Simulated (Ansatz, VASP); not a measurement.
**Cu: VASP beside Ansatz**

File INCAR:

```
SYSTEM = Cu
PREC = Accurate
ENCUT = 520
EDIFF = 1E-6
ISMEAR = 0
SIGMA = 0.15
LREAL = .False.
LASPH = .True.
NELM = 100
ALGO = Normal
ISIF = 2
LWAVE = .False.
LCHARG = .False.
GGA = PS
NBANDS = 12
```

File KPOINTS:

```
regular mesh
0
Gamma
  22 22 22
  0 0 0
```

The input POSCAR:

```
Cu
1.0
    0.0000000000      1.8075000000      1.7532750000
    1.8075000000      0.0000000000      1.7532750000
    1.8075000000      1.8075000000      0.0000000000
Cu
1
Direct
    0.0000000000      0.0000000000      0.0000000000
```

Input for Ansatz:

```yaml
crystal:
  lattice:
    - [0.0, 1.8075, 1.753275]
    - [1.8075, 0.0, 1.753275]
    - [1.8075, 1.8075, 0.0]
  atoms:
    - { symbol: Cu, position: [0.0, 0.0, 0.0] }
basis:
  ecutwfc: 420
kpoints:
  mp_grid: { grid: [22, 22, 22] }
hamiltonian:
  xc: pbesol
scf:
  occupations: { method: gaussian, width: 0.15 }
output:
  forces: true
  stress: true
  eigenvalues: true
  write_density: true
  write_potential: true
  elf: true
  volumetric_format: npy
```

Change from the starting cell: strain +0.000 along x and y, -0.030 along z, atoms carried along.

Alike in both runs: task single point; functional PBEsol; k mesh 22 × 22 × 22; occupations gaussian, width 0.15 eV; no spin polarisation.

```csv
,VASP,Ansatz
version,VASP 6.6.1,Ansatz 0.2.0
potentials or method,"VASP PAW PBE potentials, release 64 (Cu), cutoff 520 eV","scalar-relativistic, plane waves, PAW"
valence electrons in the cell,11,19
```

```csv
,VASP,Ansatz,Ansatz less VASP
gap on the k mesh at the Fermi level (eV),none,none,-
pressure (GPa),-1.3,-2.0,-0.69
"traceless stress, the component that is largest in VASP (GPa)",1.17,1.17,+0.004
```

VASP's potentials were made for PBE, not for PBEsol. A gap of «none» marks a metal or a gap that the smearing closes. The functional is the same, so the differences come from potentials, cutoffs and numerics. VASP's potentials hold 11 valence electrons a cell and Ansatz's 19, so a difference there can come from the potentials and not from the codes.
